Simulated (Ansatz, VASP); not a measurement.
# Ni in VASP and in Ansatz

File INCAR:

```
SYSTEM = Ni
PREC = Accurate
ENCUT = 520
EDIFF = 1E-6
ISMEAR = -1
SIGMA = 0.05
LREAL = .FALSE.
LASPH = .TRUE.
NELM = 150
ALGO = Normal
ISIF = 2
LWAVE = .FALSE.
LCHARG = .TRUE.
ISPIN = 2
MAGMOM = -0.857 -0.857
LORBIT = 11
LMAXMIX = 4
GGA = RP
LELF = .TRUE.
LVHAR = .TRUE.
NBANDS = 21
```

File KPOINTS:

```
Automatic mesh
0
G
  17 17 17
  0 0 0
```

POSCAR

```
Ni
1.0
    0.0000000000      2.5819774972      2.5819774972
    2.5819774972      0.0000000000      2.5819774972
    2.5819774972      2.5819774972      0.0000000000
Ni
2
Direct
    0.1250000000      0.1250000000      0.1250000000
    0.8750000000      0.8750000000      0.8750000000
```

Input for Ansatz:

```yaml
crystal:
  lattice:
    - [0.0, 2.5819774972, 2.5819774972]
    - [2.5819774972, 0.0, 2.5819774972]
    - [2.5819774972, 2.5819774972, 0.0]
  atoms:
    - { symbol: Ni, position: [0.125, 0.125, 0.125], spin: -0.857 }
    - { symbol: Ni, position: [0.875, 0.875, 0.875], spin: -0.857 }
hamiltonian:
  xc: rpbe
  pseudopotentials:
    kind: paw
    azcp:
      Ni: "pseudopotentials/Ni.paw.azcp"
basis:
  ecutwfc: 420
  fft_grid_basis: typed
kpoints:
  mp_grid: { grid: [17, 17, 17], shift: [0, 0, 0] }
magnetization:
  spin_polarized: true
scf:
  occupations: { method: fermi_dirac, width: 0.05 }
output:
  write_density: true
  write_potential: true
  elf: true
  volumetric_format: npy
```

Alike in both runs: task single point; functional RPBE; k mesh 17 × 17 × 17; occupations fermi-dirac, width 0.05 eV; collinear spin.

|  | VASP | Ansatz |
| --- | --- | --- |
| version | VASP 6.6.1 | Ansatz 0.2.0 |
| potentials or method | VASP PAW PBE potentials, release 64 (Ni), cutoff 520 eV | plane waves (420 eV) with PAW, scalar-relativistic |
| valence electrons in the cell | 20 | 36 |

```tsv
	VASP	Ansatz	Ansatz less VASP
net moment per atom (μB)	0.80	0.81	+0.009
size of the moment on the site where the two differ most (μB)	0.81	0.85	+0.044
```

VASP's potentials were made for PBE, not for RPBE. Site moments also hang on the region over which each program counts them. VASP's potentials hold 20 valence electrons a cell and Ansatz's 36, so a difference there can come from the potentials and not from the codes.
